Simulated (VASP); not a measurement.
Set up this calculation in VASP 6.6.1, as the native input.

- Task: single point
- Functional: LDA
- Potentials or basis: VASP PAW LDA potentials, release 64 (Te, Mo_sv)
- Cutoff: 520 eV
- k mesh: 12 × 12 × 2
- Occupations: gaussian, width 0.05 eV
- Spin: no spin polarisation
- Dipole correction: no
- Further INCAR settings: ALGO = Normal; EDIFF = 1e-06; NBANDS = 20

The structure of Te2Mo lies in POSCAR:

```
Te2Mo
1.0
    3.4665480215      0.0000000000      0.0000000000
   -1.7332740108      3.0021186501      0.0000000000
    0.0000000000      0.0000000000     17.5198113284
Te Mo
2 1
Direct
    0.3333333333      0.6666666667      0.8975342416
    0.3333333333      0.6666666667      0.1024657584
    0.0000000000      0.0000000000      0.0039954768
```

This cell differs from its parent crystal: atom 3 (Mo) moved +0.070 Å along Cartesian [0 0 1].

The input as run:

INCAR

```
SYSTEM = Te2Mo
ALGO     = Normal         ! electronic algorithm
EDIFF    = 1E-6           ! SCF threshold, eV
ENCUT    = 520            ! plane-wave cutoff, eV
GGA      = CA             ! functional
ISIF     = 2              ! what is computed and relaxed
ISMEAR   = 0              ! smearing method
LASPH    = .True.         ! aspherical terms in the spheres
LCHARG   = .False.        ! write CHGCAR
LREAL    = .False.        ! projectors in reciprocal space
LWAVE    = .False.        ! write WAVECAR
NBANDS   = 20             ! bands
NELM     = 80             ! most SCF steps
PREC     = Accurate       ! precision mode
SIGMA    = 0.05           ! smearing width, eV
```

KPOINTS

```
k-points
0
Gamma
  12 12 2
  0 0 0
```

Potentials or basis: VASP PAW LDA potentials, release 64 (Te, Mo_sv).

Command:

```sh
$ cat potpaw_LDA.64/Te/POTCAR potpaw_LDA.64/Mo_sv/POTCAR > POTCAR
$ mpirun -np 1 vasp_std > vasp.out
```

It gave:

| Quantity | Value |
| --- | --- |
| Largest force | 1.631 eV/Å |
| Band gap on the k mesh | 1.25 eV |

Caveat: the cell differs from its parent crystal (atom 3 (Mo) moved +0.070 Å along Cartesian [0 0 1]); there is no dipole correction, which matters where the two faces differ; spin-orbit coupling is left out, which moves the levels of the heavy elements.

Wall time 3.3 min on 1 thread of Intel(R) Xeon(R) Platinum 8488C (Sapphire Rapids) (shared host), peak memory 0.33 GiB.
